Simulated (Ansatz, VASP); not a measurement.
**Sb in VASP and in Ansatz**

The input POSCAR:

```
Sb
1.0
    2.9542044059      0.0000000000      0.0000000000
    0.0000000000      2.9542044059      0.0000000000
    0.0000000000      0.0000000000      2.9542044059
Sb
1
Direct
    0.0000000000      0.0000000000      0.0000000000
```

The input INCAR.step1:

```
SYSTEM = Sb
PREC = Accurate
ENCUT = 520
ISMEAR = -1
SIGMA = 0.1
LREAL = .False.
LASPH = .True.
NELM = 100
NBANDS = 8
GGA = PE
ALGO = Normal
EDIFF = 1E-4
LWAVE = .True.
LCHARG = .False.
```

The input INCAR.step2:

```
SYSTEM = Sb
PREC = Accurate
ENCUT = 520
EDIFF = 1E-6
ISMEAR = -1
SIGMA = 0.1
LREAL = .False.
LASPH = .True.
NELM = 100
ALGO = Normal
ISIF = 2
LWAVE = .False.
LCHARG = .True.
METAGGA = R2SCAN
LMIXTAU = .True.
LELF = .True.
LVHAR = .True.
NBANDS = 8
ISTART = 1
```

The input KPOINTS:

```
regular mesh
0
Gamma
  12 12 12
  0 0 0
```

Input for Ansatz:

```yaml
crystal:
  lattice:
    - [2.9542044059, 0.0, 0.0]
    - [0.0, 2.9542044059, 0.0]
    - [0.0, 0.0, 2.9542044059]
  atoms:
    - { symbol: Sb, position: [0.0, 0.0, 0.0] }
hamiltonian:
  xc: r2scan
  pseudopotentials:
    kind: paw
    azcp:
      Sb: "pseudopotentials/Sb.paw.azcp"
basis:
  ecutwfc: 500
  fft_grid_basis: typed
kpoints:
  mp_grid: { grid: [12, 12, 12], shift: [0, 0, 0] }
magnetization:
  spin_polarized: false
scf:
  occupations: { method: fermi_dirac, width: 0.1 }
  lower_state_search: "off"
output:
  stress: true
  write_density: true
  write_potential: true
  elf: true
  volumetric_format: npy
```

Alike in both runs: task single point; functional r2SCAN; k mesh 12 × 12 × 12; occupations fermi-dirac, width 0.1 eV; no spin polarisation.

|  | VASP | Ansatz |
| --- | --- | --- |
| version | VASP 6.6.1 | Ansatz 0.2.0 |
| potentials or method | VASP PAW PBE potentials, release 64 (Sb), cutoff 520 eV | plane waves (500 eV) with PAW, scalar-relativistic |
| valence electrons in the cell | 5 | 15 |

|  | VASP | Ansatz | Ansatz less VASP |
| --- | --- | --- | --- |
| pressure (GPa) | 10.9 | 10.6 | -0.21 |

VASP's potentials were made for PBE, not for r2SCAN. VASP's potentials hold 5 valence electrons a cell and Ansatz's 15, so a difference there can come from the potentials and not from the codes.

Spin-orbit coupling is off throughout.
